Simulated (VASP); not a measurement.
Here is a VASP 6.6.1 calculation.

Contents of INCAR:

```
SYSTEM = AlAs
PREC     = Accurate       ! precision mode
ENCUT    = 520            ! plane-wave cutoff, eV
EDIFF    = 1E-6           ! SCF threshold, eV
ISMEAR   = 0              ! smearing method
SIGMA    = 0.05           ! smearing width, eV
LREAL    = .False.        ! projectors in reciprocal space
LASPH    = .True.         ! aspherical terms in the spheres
NELM     = 80             ! most SCF steps
ALGO     = Normal         ! electronic algorithm
ISIF     = 2              ! what is computed and relaxed
LWAVE    = .False.        ! write WAVECAR
LCHARG   = .False.        ! write CHGCAR
LDIPOL   = .True.       
IDIPOL   = 3            
DIPOL    = 0.5 0.5 0.501
GGA      = PS             ! functional
NBANDS   = 26             ! bands
```

The input KPOINTS:

```
Automatic mesh
0
Gamma
  9 9 1
  0 0 0
```

POSCAR

```
AlAs
1.0
    4.0027900662     -0.0000000029      0.0000000000
   -2.0013950306      3.4665178848      0.0000000000
    0.0000000000      0.0000000000     27.6218593534
As Al
4 4
Direct
    0.0000000000      0.0000000000      0.3077272928
    0.3333333333      0.6666666667      0.4260489540
    0.6666666667      0.3333333333      0.5465723364
    0.0000000000      0.0000000000      0.6664989782
    0.3333333333      0.6666666667      0.3373077132
    0.6666666667      0.3333333333      0.4556293745
    0.0000000000      0.0000000000      0.5745410281
    0.3333333333      0.6666666667      0.6926282093
```

Potentials or basis: VASP PAW PBE potentials, release 64 (As, Al).

Command:

```sh
$ cat potpaw_PBE.64/As/POTCAR potpaw_PBE.64/Al/POTCAR > POTCAR
$ mpirun -np 1 vasp_std > vasp.out
```

What does it give for the band gap on the k mesh?

Zero (band 16 reaches -0.19 eV, above the bottom of band 17 at -0.41 eV).

Predict the largest force.

0.641 eV/Å.

Forces in eV/Å, atoms in the order of the input:
```
As   0.000  0.000 -0.072
As   0.000  0.000  0.641
As   0.000  0.000  0.008
As   0.000  0.000  0.008
Al   0.000  0.000 -0.405
Al   0.000  0.000 -0.191
Al   0.000  0.000  0.004
Al   0.000  0.000  0.006
```

Caveat: the PAW data sets were made with another functional, which shifts forces and pressure a little.
